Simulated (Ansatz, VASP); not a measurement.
**MgF2: VASP beside Ansatz**

INCAR

```
SYSTEM = MgF2
PREC = Accurate
ENCUT = 600
EDIFF = 1E-6
ISMEAR = -1
SIGMA = 0.02
LREAL = .False.
LASPH = .True.
NELM = 120
ALGO = Normal
ISIF = 2
LWAVE = .False.
LCHARG = .True.
GGA = CA
LELF = .True.
LVHAR = .True.
NBANDS = 25
GGA_COMPAT = .False.
```

Contents of KPOINTS:

```
regular mesh
0
Gamma
  5 5 7
  0 0 0
```

File POSCAR:

```
MgF2
1.0
    4.6366532689      0.0000000000      0.0000000000
    0.0000000000      4.6366532689      0.0000000000
    0.0000000000      0.0000000000      3.0259196749
Mg F
2 4
Direct
    0.0000000000      0.0000000000      0.0000000000
    0.5000000000      0.5000000000      0.5000000000
    0.3028000000      0.3028000000      0.0000000000
    0.1972000000      0.8028000000      0.5000000000
    0.6972000000      0.6972000000      0.0000000000
    0.8028000000      0.1972000000      0.5000000000
```

Input for Ansatz:

```yaml
crystal:
  lattice:
    - [4.6366532689, 0.0, 0.0]
    - [0.0, 4.6366532689, 0.0]
    - [0.0, 0.0, 3.0259196749]
  atoms:
    - { symbol: Mg, position: [0.0, 0.0, 0.0] }
    - { symbol: Mg, position: [0.5, 0.5, 0.5] }
    - { symbol: F, position: [0.3028, 0.3028, 0.0] }
    - { symbol: F, position: [0.1972, 0.8028, 0.5] }
    - { symbol: F, position: [0.6972, 0.6972, 0.0] }
    - { symbol: F, position: [0.8028, 0.1972, 0.5] }
kpoints:
  mp_grid: { grid: [5, 5, 7] }
  band_path:
    path:
      - [0.0, 0.0, 0.0]
      - [0.0, 0.5, 0.0]
      - [0.5, 0.5, 0.0]
      - [0.0, 0.0, 0.0]
      - [0.0, 0.0, 0.5]
      - [0.0, 0.5, 0.5]
      - [0.5, 0.5, 0.5]
      - [0.0, 0.0, 0.5]
      - [0.0, 0.5, 0.0]
    npoints: 5
scf:
  occupations: { method: fermi_dirac, width: 0.02 }
hamiltonian:
  xc: lda
  pseudopotentials: { kind: all_electron, lapw: { basis_error: 0.001 } }
output:
  forces: true
  stress: true
  eigenvalues: true
```

Change from the starting cell: volume scaled by 1.01.

Alike in both runs: task single point; functional LDA; k mesh 5 × 5 × 7; occupations fermi-dirac, width 0.02 eV; no spin polarisation.

|  | VASP | Ansatz |
| --- | --- | --- |
| version | VASP 6.6.1 | Ansatz 0.2.0 |
| potentials or method | VASP PAW LDA potentials, release 64 (Mg, F), cutoff 600 eV | all-electron LAPW, scalar-relativistic |

Ansatz gave:

- gap on the k mesh at the Fermi level (eV): 6.81
- pressure (GPa): -3.9
- traceless stress, the component that is largest in VASP (GPa): 0.72
- rms of the force components (eV/Å): 0.024

Task: Which values does VASP return?

Result: gap on the k mesh at the Fermi level (eV): 6.79; pressure (GPa): -6.0; traceless stress, the component that is largest in VASP (GPa): 0.89; rms of the force components (eV/Å): 0.017.

LDA's correlation is that of Perdew and Zunger in VASP and of Perdew and Wang (1992) in Ansatz. Atom by atom the forces differ by 0.006 eV/Å (rms over components). Ansatz ran all-electron here, and VASP with PAW potentials.
